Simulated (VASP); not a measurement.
# Hf (P6/mmm) in VASP: a series of runs

Runs on Hf. Level: PBEsol. Tasks: single point, relaxation of cell and atoms.

Program: VASP 6.6.1. These are calculated values, not measurements. Logs are shortened: lines on timing, memory, paths and dates and some standing lists are left out, and cuts for length are marked.

## (1) The cell of the first run

Symmetry: P6/mmm, No. 191, hexagonal system. The conventional cell has a = 4.523 Å, b = 4.523 Å, c = 2.816 Å, α = 90.00°, β = 90.00°, γ = 120.00°. Within 3.7 Å of Hf (site symmetry 6/mmm) lie 14 Hf at 2.82 to 2.97 Å. Hf (site symmetry -6m2) has 11 Hf at 2.61 to 2.97 Å within 3.4 Å.

This isn't the form of Hf at room conditions, which is hcp.

## (2) Single point, PBEsol

INCAR

```
PREC     = Accurate       # precision mode
ENCUT    = 520            # plane-wave cutoff, eV
EDIFF    = 1E-6           # SCF threshold, eV
ISMEAR   = 0              # smearing method
SIGMA    = 0.05           # smearing width, eV
LREAL    = False          # projectors in reciprocal space
LASPH    = True           # aspherical terms in the spheres
NELM     = 100            # most SCF steps
ALGO     = Fast           # electronic algorithm
ISIF     = 2              # what is computed and relaxed
LWAVE    = False          # write WAVECAR
LCHARG   = True           # write CHGCAR
GGA      = PS             # functional
LELF     = True           # ELF
LVHAR    = True         
NBANDS   = 22             # bands
```

KPOINTS

```
regular mesh
0
Gamma
  10 10 16
```

POSCAR

```
Hf
1.0
    4.5226838084      0.0000000000      0.0000000000
   -2.2613419042      3.9167590714      0.0000000000
    0.0000000000      0.0000000000      2.8157679390
Hf
3
Direct
    0.0000000000      0.0000000000      0.0000000000
    0.3333333333      0.6666666667      0.5000000000
    0.6666666667      0.3333333333      0.5000000000
```

Potentials or basis: VASP PAW PBE potentials, release 64 (Hf_pv).

On the command line:

```
$ cat potpaw_PBE.64/Hf_pv/POTCAR > POTCAR
$ mpirun -np 1 vasp_std > vasp.out
```

OUTCAR:

```text
PREC = Accurate
   ENCUT = 520
   EDIFF = 1E-6
   ISMEAR = 0
   LREAL = False
   LASPH = True
   NELM = 100
   ISIF = 2
   GGA = PS

 ion  position               nearest neighbor table
   1  0.000  0.000  0.000-   2 2.97   3 2.97   2 2.97   3 2.97   3 2.97   3 2.97   2 2.97   2 2.97
                             3 2.97   3 2.97   2 2.97   2 2.97
   2  0.333  0.667  0.500-   3 2.61   3 2.61   3 2.61   1 2.97   1 2.97   1 2.97   1 2.97   1 2.97
                             1 2.97   3 3.84   3 3.84   3 3.84   3 3.84   3 3.84   3 3.84
   3  0.667  0.333  0.500-   2 2.61   2 2.61   2 2.61   1 2.97   1 2.97   1 2.97   1 2.97   1 2.97
                             1 2.97   2 3.84   2 3.84   2 3.84   2 3.84   2 3.84   2 3.84

  LATTYP: Found a hexagonal cell.
 ALAT       =     4.5226838084
 C/A-ratio  =     0.6225878391

  Lattice vectors:

 A1 = (   4.5226838084,   0.0000000000,   0.0000000000)
 A2 = (  -2.2613419042,   3.9167590714,   0.0000000000)
 A3 = (   0.0000000000,   0.0000000000,   2.8157679390)

Analysis of symmetry for initial positions (statically):
=====================================================================
 Subroutine PRICEL returns:
 Original cell was already a primitive cell.

 Routine SETGRP: Setting up the symmetry group for a
 hexagonal supercell.

 Subroutine GETGRP returns: Found 24 space group operations
 (whereof 24 operations were pure point group operations)
 out of a pool of 24 trial point group operations.

The static configuration has the point symmetry D_6h.

Analysis of symmetry for dynamics (positions and initial velocities):
=====================================================================
 Subroutine PRICEL returns:
 Original cell was already a primitive cell.

 Routine SETGRP: Setting up the symmetry group for a
 hexagonal supercell.

 Subroutine GETGRP returns: Found 24 space group operations
 (whereof 24 operations were pure point group operations)
 out of a pool of 24 trial point group operations.

The dynamic configuration has the point symmetry D_6h.

 Subroutine INISYM returns: Found 24 space group operations
 (whereof 24 operations are pure point group operations),
 and found     1 'primitive' translations

----------------------------------------------------------------------------------------

                                     Primitive cell

  volume of cell :      49.8793

  direct lattice vectors                    reciprocal lattice vectors
     4.522683808  0.000000000  0.000000000     0.221107653  0.127656563  0.000000000
    -2.261341904  3.916759071  0.000000000     0.000000000  0.255313125  0.000000000
     0.000000000  0.000000000  2.815767939     0.000000000  0.000000000  0.355142903

  length of vectors
     4.522683808  4.522683808  2.815767939     0.255313125  0.255313125  0.355142903

  position of ions in fractional coordinates (direct lattice)
     0.000000000  0.000000000  0.000000000
     0.333333333  0.666666667  0.500000000
     0.666666667  0.333333333  0.500000000

  ion indices of the primitive-cell ions
   primitive index   ion index
                 1           1
                 2           2
                 3           3

----------------------------------------------------------------------------------------

 KPOINTS: regular mesh

Automatic generation of k-mesh.
 Grid dimensions read from file:
 generate k-points for:   10   10   16

 Generating k-lattice:

  Cartesian coordinates                     Fractional coordinates (reciprocal lattice)
     0.022110765  0.012765656  0.000000000     0.100000000  0.000000000  0.000000000
     0.000000000  0.025531313  0.000000000     0.000000000  0.100000000  0.000000000
     0.000000000  0.000000000  0.022196431     0.000000000  0.000000000  0.062500000

  Length of vectors
     0.025531313  0.025531313  0.022196431

  Shift w.r.t. Gamma in fractional coordinates (k-lattice)
     0.000000000  0.000000000  0.000000000

 Subroutine IBZKPT returns following result:
 ===========================================

 Found    126 irreducible k-points:

 Following reciprocal coordinates:
            Coordinates               Weight
  0.000000  0.000000  0.000000      1.000000
  0.100000 -0.000000  0.000000      6.000000
  0.200000 -0.000000  0.000000      6.000000
  0.300000  0.000000  0.000000      6.000000
  0.400000 -0.000000  0.000000      6.000000
  0.500000  0.000000  0.000000      3.000000
[... 16 lines left out ...]
  0.300000  0.100000  0.062500     24.000000
  0.400000  0.100000  0.062500     24.000000
 [... further k-points ...]
   k-points           NKPTS =    126   k-points in BZ     NKDIM =    126   number of bands    NBANDS=     22
   number of dos      NEDOS =    301   number of ions     NIONS =      3
   total plane-waves  NPLWV =  31104
   dimension x,y,z NGX =    36 NGY =   36 NGZ =   24
   dimension x,y,z NGXF=    72 NGYF=   72 NGZF=   48
   ions per type =               3
   NGX,Y,Z   is equivalent  to a cutoff of  13.23, 13.23, 14.17 a.u.
   NGXF,Y,Z  is equivalent  to a cutoff of  26.47, 26.47, 28.34 a.u.
 SYSTEM =  unknown system
   PREC   = accura    normal or accurate (medium, high low for compatibility)
   ISTART =      0    job   : 0-new  1-cont  2-samecut
   ICHARG =      2    charge: 1-file 2-atom 10-const
   ISPIN  =      1    spin polarized calculation?
   LNONCOLLINEAR =      F non collinear calculations
   LSORBIT =      F    spin-orbit coupling
   LASPH  =      T    aspherical Exc in radial PAW
   ENCUT  =  520.0 eV  38.22 Ry    6.18 a.u.   8.41  8.41  5.24*2*pi/ulx,y,z
   NELM   =    100;   NELMIN=  2; NELMDL= -5     # of ELM steps
   EDIFF  = 0.1E-05   stopping-criterion for ELM
   LREAL  =      F    real-space projection
   EDIFFG = 0.1E-04   stopping-criterion for IOM
   NSW    =      0    number of steps for IOM
   IBRION =     -1    ionic relax: 0-MD 1-quasi-New 2-CG
   NFREE  =      0    steps in history (QN), initial steepest desc. (CG)
   ISIF   =      2    stress and relaxation
   ISYM   =      2    0-nonsym 1-usesym 2-fastsym
   POTIM  = 0.5000    time-step for ionic-motion
   TEBEG  =    0.0;   TEEND  =   0.0 temperature during run
   PSTRESS=    0.0 pullay stress
   NELECT =      30.0000    total number of electrons
   NUPDOWN=      -1.0000    fix difference up-down
   EMIN   =  10.00;   EMAX   =-10.00  energy-range for DOS
   EFERMI =   0.00;   METHOD = LEGACY
   ISMEAR =     0;   SIGMA  =   0.05  broadening in eV -4-tet -1-fermi 0-gaus
   EFERMI_NEDOS =   21; number of points for ismear=-14 and -15
   IALGO  =     68    algorithm
   IMIX   =      4    mixing-type and parameters
     AMIX     =   0.40;   BMIX     =  1.00
     AMIX_MAG =   1.60;   BMIX_MAG =  1.00
  volume/ion in A,a.u.               =      16.63       112.20
  Fermi-wavevector in a.u.,A,eV,Ry     =   1.381896  2.611404 25.982172  1.909636
  Thomas-Fermi vector in A             =   2.506637
   LORBIT       =      0    0 simple, 1 ext, 2 COOP (PROOUT), +10 PAW based schemes
   GGA     = PS    functional components
   LHFCALC =     F    Hartree Fock is set to
   AEXX    =    0.0000 exact exchange contribution
   IVDW    =     0    specifies the selected vdW correction
   LEPSILON=     F    determine dielectric tensor
   LRPA    =     F    only Hartree local field effects (RPA)
 non-spin polarized calculation
 RMM-DIIS sequential band-by-band and
 Gauss-broadening in eV      SIGMA  =   0.05
  energy-cutoff  :      520.00
  volume of cell :       49.88
 maximum number of plane-waves:      1372
 NGX is ok and might be reduce to    36
   NGX = 17   NGY = 17   NGZ = 11

 number of electron      30.0000001 magnetization

 Free energy of the ion-electron system (eV)
  ---------------------------------------------------
  ext. energy  EPLUGINS =         0.00000000
  ---------------------------------------------------
  free energy    TOTEN  =       -29.79068434 eV

  energy without entropy =      -29.78876789  energy(sigma->0) =      -29.78972612

 E-fermi :   6.7851     XC(G=0): -12.8245

 val. band max:        6.7827327032   @ k =   0.5000   0.0000   0.1250
 cond. band min:       6.7900615099   @ k =   0.4000   0.1000   0.1875
 fundamental gap:      0.0073288067
 Fermi energy:         6.7851071698

 k-point     1 :       0.0000    0.0000    0.0000
  band No.  band energies     occupation
      1     -23.8181      2.00000
      2     -23.8181      2.00000
      3     -23.4972      2.00000
      4     -23.4972      2.00000
      5     -22.6711      2.00000
      6     -22.1703      2.00000
[... 14 lines left out ...]
     21      10.2338      0.00000
     22      10.2341      0.00000

 k-point     2 :       0.1000   -0.0000    0.0000
  band No.  band energies     occupation
      1     -23.9206      2.00000
      2     -23.8823      2.00000
      3     -23.3814      2.00000
      4     -23.3635      2.00000
      5     -22.6566      2.00000
      6     -22.1775      2.00000
[... 14 lines left out ...]
     21       9.6771      0.00000
     22      10.9593      0.00000

 k-point     3 :       0.2000   -0.0000    0.0000
  band No.  band energies     occupation
      1     -24.0784      2.00000
      2     -23.9273      2.00000
      3     -23.1866      2.00000
      4     -23.1311      2.00000
      5     -22.6152      2.00000
      6     -22.2904      2.00000
[... 14 lines left out ...]
     21       9.9525      0.00000
     22      11.7621      0.00000
[... 476 lines left out ...]
 k-point    23 :       0.3000    0.1000    0.0625
  band No.  band energies     occupation
      1     -24.2078      2.00000
      2     -23.8355      2.00000
      3     -23.0754      2.00000
      4     -22.8645      2.00000
      5     -22.6158      2.00000
      6     -22.5184      2.00000
[... 14 lines left out ...]
     21      11.1850      0.00000
     22      11.7767      0.00000

 k-point    24 :       0.4000    0.1000    0.0625
  band No.  band energies     occupation
      1     -24.2584      2.00000
      2     -23.6348      2.00000
      3     -23.3276      2.00000
      4     -22.7895      2.00000
      5     -22.5471      2.00000
      6     -22.4776      2.00000
[... 14 lines left out ...]
     21      10.7740      0.00000
     22      12.2204      0.00000

 [... further k-points ...]

------------------------ aborting loop because EDIFF is reached ----------------------------------------

  FORCE on cell =-STRESS in cart. coord.  units (eV):
  Direction    XX          YY          ZZ          XY          YZ          ZX
  --------------------------------------------------------------------------------------
  -------------------------------------------------------------------------------------
  Total       13.8496355     13.8496355     13.9778900      0.0000000      0.0000000      0.0000000
  in kB      444.8657608    444.8657608    448.9854407      0.0000000      0.0000000      0.0000000
  external PRESSURE =     446.2389874 kB  Pullay stress =       0.0000000 kB

 VOLUME and BASIS-vectors are now :
 -----------------------------------------------------------------------------
  energy-cutoff  :      520.00
  volume of cell :       49.88
      direct lattice vectors                 reciprocal lattice vectors
     4.522683808  0.000000000  0.000000000     0.221107653  0.127656563  0.000000000
    -2.261341904  3.916759071  0.000000000     0.000000000  0.255313125  0.000000000
     0.000000000  0.000000000  2.815767939     0.000000000  0.000000000  0.355142903

 POSITION                                       TOTAL-FORCE (eV/Angst)
 -----------------------------------------------------------------------------------
      0.00000      0.00000      0.00000         0.000000      0.000000      0.000000
     -0.00000      2.61117      1.40788         0.000000     -0.000000     -0.000000
      2.26134      1.30559      1.40788        -0.000000      0.000000      0.000000
 -----------------------------------------------------------------------------------
    total drift:                                0.000000      0.000000     -0.000000

  FREE ENERGIE OF THE ION-ELECTRON SYSTEM (eV)
  ---------------------------------------------------
  free  energy   TOTEN  =       -29.7906843407 eV

  energy  without entropy=      -29.7887678910  energy(sigma->0) =      -29.78972612
```

It took 3.5 min on 1 thread of AMD EPYC 7R43 (Zen 3), shared host; peak memory 0.21 GiB.

What came out:

| Property | Result |
| --- | --- |
| Free energy | -29.7907 eV |
| Pressure | 44.6 GPa |
| Band gap on the k mesh | zero (bands 15 and 16 overlap by 1.08 eV) |

Stress tensor (GPa, compression positive):
```
44.49  0.00  0.00
 0.00 44.49  0.00
 0.00  0.00 44.90
```

Caveat: the cell stands under pressure; the PAW data sets were made with another functional, which shifts forces and pressure a little; spin-orbit coupling is left out, which moves the levels of the heavy elements.

## (3) Relaxation of cell and atoms, PBEsol, target pressure 45 GPa, at which the enthalpy is minimised

This run uses another cell than the first one, of 17.72 Å³/atom.

INCAR

```
PREC     = Accurate       # precision mode
ENCUT    = 600            # plane-wave cutoff, eV
EDIFF    = 1E-7           # SCF threshold, eV
ISMEAR   = 0              # smearing method
SIGMA    = 0.05           # smearing width, eV
LREAL    = F              # projectors in reciprocal space
LASPH    = T              # aspherical terms in the spheres
NELM     = 80             # most SCF steps
ALGO     = Fast           # electronic algorithm
ISIF     = 3              # what is computed and relaxed
LWAVE    = F              # write WAVECAR
LCHARG   = F              # write CHGCAR
GGA      = PS             # functional
IBRION   = 2              # ionic algorithm
NSW      = 80             # ionic steps
EDIFFG   = -0.01          # ionic threshold
PSTRESS  = 450.0
```

KPOINTS

```
Automatic mesh
0
Gamma
  10 10 16
```

POSCAR

```
Hf
1.0
    4.6188183859      0.0000000000      0.0000000000
   -2.3094091930      4.0000140577      0.0000000000
    0.0000000000      0.0000000000      2.8766404447
Hf
3
Direct
    0.0000000000      0.0000000000      0.0000000000
    0.3333333333      0.6666666667      0.5000000000
    0.6666666667      0.3333333333      0.5000000000
```

Potentials or basis: VASP PAW PBE potentials, release 64 (Hf_pv).

On the command line:

```
$ cat potpaw_PBE.64/Hf_pv/POTCAR > POTCAR
$ mpirun -np 1 vasp_std > vasp.out
```

It took 22 min on 1 thread of AMD EPYC 7R43 (Zen 3), shared host; peak memory 0.28 GiB.

Results (log left out):

| Quantity | Value |
| --- | --- |
| Free energy | -29.7709 eV |
| Relaxed volume | 16.60 Å³/atom |
| Relaxed cell | a = 4.519 Å, b = 4.519 Å, c = 2.816 Å, α = 90.00°, β = 90.00°, γ = 120.00° |
| Space group after relaxing (to 0.1 Å) | P6/mmm (No. 191) |
| Energy change on relaxing (the run minimises the enthalpy) | +257.0 meV/atom |
| Ionic steps | 7 |
| Pressure after relaxing | 45.0 GPa |
| Band gap on the k mesh | zero (bands 15 and 16 overlap by 1.09 eV) |

Step by step:
```tsv
step	energy change (eV)	largest force (eV/Å)	pressure (GPa)	volume (Å³)
1	0.0000	0.0000	29.62	53.15
2	4.8079	0.0000	112.06	41.11
3	0.7030	0.0000	43.72	50.05
4	0.7630	0.0000	44.85	49.83
5	0.7812	0.0000	45.18	49.77
6	0.7483	0.0000	44.57	49.88
7	0.7711	0.0000	45.00	49.80
```

Final structure:
```
Hf
1.0
     4.51885    0.00000    0.00000
    -2.25942    3.91344    0.00000
     0.00000    0.00000    2.81626
Hf
3
Cartesian
  0.0000 0.0000 0.0000
  0.0000 2.6090 1.4081
  2.2594 1.3045 1.4081
```

Levels at points of the mesh, in eV from the Fermi level:
| k point | band 13 | band 14 | band 15 | band 16 | band 17 | band 18 |
| --- | --- | --- | --- | --- | --- | --- |
| (0.00, 0.00, 0.00) | -0.45 | -0.45 | -0.37 | -0.37 | 1.27 | 2.54 |
| (0.50, 0.00, 0.00) | -0.98 | -0.97 | -0.68 | -0.08 | 1.07 | 1.61 |
| (0.00, 0.00, 0.50) | -2.77 | -2.77 | -1.74 | 1.64 | 1.64 | 2.87 |
| (0.50, 0.00, 0.50) | -2.32 | -1.15 | -0.55 | 0.24 | 1.32 | 2.02 |

Caveat: the cell is relaxed towards a set pressure, so the run minimises the enthalpy, not the energy; the PAW data sets were made with another functional, which shifts forces and pressure a little; spin-orbit coupling is left out, which moves the levels of the heavy elements.
